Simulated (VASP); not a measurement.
Wanted: the native input for a VASP 6.6.1 run.

- Task: single point
- Functional: PBE
- Potentials or basis: VASP PAW PBE potentials, release 64 (Hf_pv)
- Cutoff: 520 eV
- k mesh: 16 × 16 × 8
- Occupations: gaussian, width 0.05 eV
- Spin: no spin polarisation
- Dipole correction: no
- k mesh for the DOS: 24 × 24 × 12
- Occupations for the DOS: tetrahedron
- Further INCAR settings: ALGO = Normal; EDIFF = 1e-06; NBANDS = 17

The system is Hf.

```
Hf
1.0
     3.20542    0.00000    0.00000
    -1.60271    2.77597    0.00000
     0.00000    0.00000    5.06754
Hf
2
Direct
  0.33333 0.66667 0.75000
  0.66667 0.33333 0.25000
```

These files were run (other wordings do the same):

POSCAR

```
Hf
1.0
    3.2054180860      0.0000000000      0.0000000000
   -1.6027090430      2.7759734922      0.0000000000
    0.0000000000      0.0000000000      5.0675416313
Hf
2
Direct
    0.3333333333      0.6666666667      0.7500000000
    0.6666666667      0.3333333333      0.2500000000
```

INCAR.step1

```
SYSTEM = Hf
PREC     = Accurate       ! precision mode
ENCUT    = 520            ! plane-wave cutoff, eV
EDIFF    = 1E-6           ! SCF threshold, eV
ISMEAR   = 0              ! smearing method
SIGMA    = 0.05           ! smearing width, eV
LREAL    = .FALSE.        ! projectors in reciprocal space
LASPH    = .TRUE.         ! aspherical terms in the spheres
NELM     = 80             ! most SCF steps
ALGO     = Normal         ! electronic algorithm
ISIF     = 2              ! what is computed and relaxed
LWAVE    = .FALSE.        ! write WAVECAR
LCHARG   = .TRUE.         ! write CHGCAR
LMAXMIX  = 4              ! l up to which the mixer works
GGA      = PE             ! functional
NBANDS   = 17             ! bands
```

KPOINTS.step1

```
regular mesh
0
G
  16 16 8
  0 0 0
```

INCAR.step2

```
SYSTEM = Hf
PREC     = Accurate       ! precision mode
ENCUT    = 520            ! plane-wave cutoff, eV
EDIFF    = 1E-6           ! SCF threshold, eV
ISMEAR   = -5             ! smearing method
SIGMA    = 0.05           ! smearing width, eV
LREAL    = .FALSE.        ! projectors in reciprocal space
LASPH    = .TRUE.         ! aspherical terms in the spheres
NELM     = 80             ! most SCF steps
ALGO     = Normal         ! electronic algorithm
ISIF     = 2              ! what is computed and relaxed
LWAVE    = .FALSE.        ! write WAVECAR
LCHARG   = .FALSE.        ! write CHGCAR
LMAXMIX  = 4              ! l up to which the mixer works
GGA      = PE             ! functional
LORBIT   = 11             ! projections on sites
NBANDS   = 17             ! bands
NEDOS    = 2001           ! points of the DOS
ICHARG   = 11             ! starting density
```

KPOINTS.step2

```
regular mesh
0
G
  24 24 12
  0 0 0
```

Potentials or basis: VASP PAW PBE potentials, release 64 (Hf_pv).

Launch:

```bash
$ cat potpaw_PBE.64/Hf_pv/POTCAR > POTCAR
$ cp INCAR.step1 INCAR
$ cp KPOINTS.step1 KPOINTS
$ mpirun -np 1 vasp_std > vasp.out
$ cp INCAR.step2 INCAR
$ cp KPOINTS.step2 KPOINTS
$ mpirun -np 1 vasp_std > vasp.out
```

It gave:

```yaml
Valence_electrons_inside_the_program's_atomic_spheres: Hf 8.31
```

It took 68 s on 1 thread of Intel(R) Xeon(R) 6975P-C (Granite Rapids), on a shared host, peak memory 0.37 GiB.
